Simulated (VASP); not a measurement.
Input of a VASP 6.6.1 run:

File POSCAR:

```
BaNaBr3
1.0
    6.3857832207      0.0000000000      0.0000000000
    0.0000000000      6.3857832207      0.0000000000
    0.0000000000      0.0000000000      6.2383428512
Na Ba Br
1 1 3
Direct
    0.0000000000      0.0000000000      0.0000000000
    0.5000000000      0.5000000000      0.5000000000
    0.5000000000      0.5000000000      0.0000000000
    0.5000000000      0.0000000000      0.5000000000
    0.0000000000      0.5000000000      0.5000000000
```

Contents of INCAR.step1:

```
SYSTEM = BaNaBr3
PREC = Accurate
ENCUT = 520
ISMEAR = 0
SIGMA = 0.01
LREAL = .False.
LASPH = .True.
NELM = 60
NBANDS = 27
GGA = PE
ALGO = Normal
EDIFF = 1E-4
LWAVE = .True.
LCHARG = .False.
```

File INCAR.step2:

```
SYSTEM = BaNaBr3
PREC = Accurate
ENCUT = 520
EDIFF = 1E-6
ISMEAR = 0
SIGMA = 0.01
LREAL = .False.
LASPH = .True.
NELM = 60
ALGO = Normal
ISIF = 2
LWAVE = .False.
LCHARG = .True.
METAGGA = R2SCAN
LMIXTAU = .True.
LELF = .True.
LVHAR = .True.
NBANDS = 27
ISTART = 1
```

Contents of KPOINTS:

```
regular mesh
0
Gamma
  4 4 4
  0 0 0
```

Potentials or basis: VASP PAW PBE potentials, release 64 (Na_pv, Ba_sv, Br).

The run is started by

```bash
$ cat potpaw_PBE.64/Na_pv/POTCAR potpaw_PBE.64/Ba_sv/POTCAR potpaw_PBE.64/Br/POTCAR > POTCAR
$ cp INCAR.step1 INCAR
$ mpirun -np 1 vasp_std > vasp.out
$ cp INCAR.step2 INCAR
$ mpirun -np 1 vasp_std > vasp.out
```

Estimate the band gap on the k mesh.

3.62 eV, indirect (least direct gap 3.76 eV).

Predict the pressure.

-0.3 GPa.

Stress tensor (GPa, compression positive):
```
-0.57  0.00  0.00
 0.00 -0.57  0.00
 0.00  0.00  0.24
```

Caveat: the cell differs from its parent crystal (epitaxial xy strain +2.0%); the PAW data sets were made with another functional, which shifts forces and pressure a little; spin-orbit coupling is left out, which moves the levels of the heavy elements. A k mesh can miss the band edges.
